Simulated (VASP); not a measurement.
Write the native input for VASP 6.6.1 that does the following.

```
Task                   : single point
Functional             : PBE
Potentials or basis    : VASP PAW PBE potentials, release 64 (Pt, F)
Cutoff                 : 520 eV
k mesh                 : 14 × 14 × 14
Occupations            : gaussian, width 0.1 eV
Spin                   : no spin polarisation
Dipole correction      : no
Further INCAR settings : ALGO = Normal; EDIFF = 1e-06; NBANDS = 20
```

The structure of Pt2F lies in POSCAR:

```
Pt2F
1.0
    0.0000000000      2.8524266947      2.8524266947
    2.8524266947      0.0000000000      2.8524266947
    2.8524266947      2.8524266947      0.0000000000
Pt F
2 1
Direct
    0.2500000000      0.2500000000      0.2500000000
    0.7500000000      0.7500000000      0.7500000000
    0.0000000000      0.0000000000      0.0000000000
```

The cell was built from a structure type or drawn by symmetry, and may not be a known phase.

One way to write it, as run:

INCAR

```
SYSTEM = Pt2F
ALGO = Normal
EDIFF = 1E-6
ENCUT = 520
GGA = PE
ISIF = 2
ISMEAR = 0
LASPH = .True.
LCHARG = .False.
LREAL = .False.
LWAVE = .False.
NBANDS = 20
NELM = 100
PREC = Accurate
SIGMA = 0.1
```

KPOINTS

```
k-points
0
Gamma
  14 14 14
  0 0 0
```

Potentials or basis: VASP PAW PBE potentials, release 64 (Pt, F).

Run with:

```sh
$ cat potpaw_PBE.64/Pt/POTCAR potpaw_PBE.64/F/POTCAR > POTCAR
$ mpirun -np 1 vasp_std > vasp.out
```

It gave:

```
Pressure               : -0.3 GPa
Band gap on the k mesh : zero (an odd number of electrons rules out a gap without spin polarisation)
```

Caveat: spin-orbit coupling is left out, which moves the levels of the heavy elements; an odd number of electrons without spin polarisation forces a metal; a magnetic or distorted state may lie lower.

Wall time 43 s on 1 thread of Intel(R) Xeon(R) 6975P-C (Granite Rapids) (shared host), peak memory 0.23 GiB.
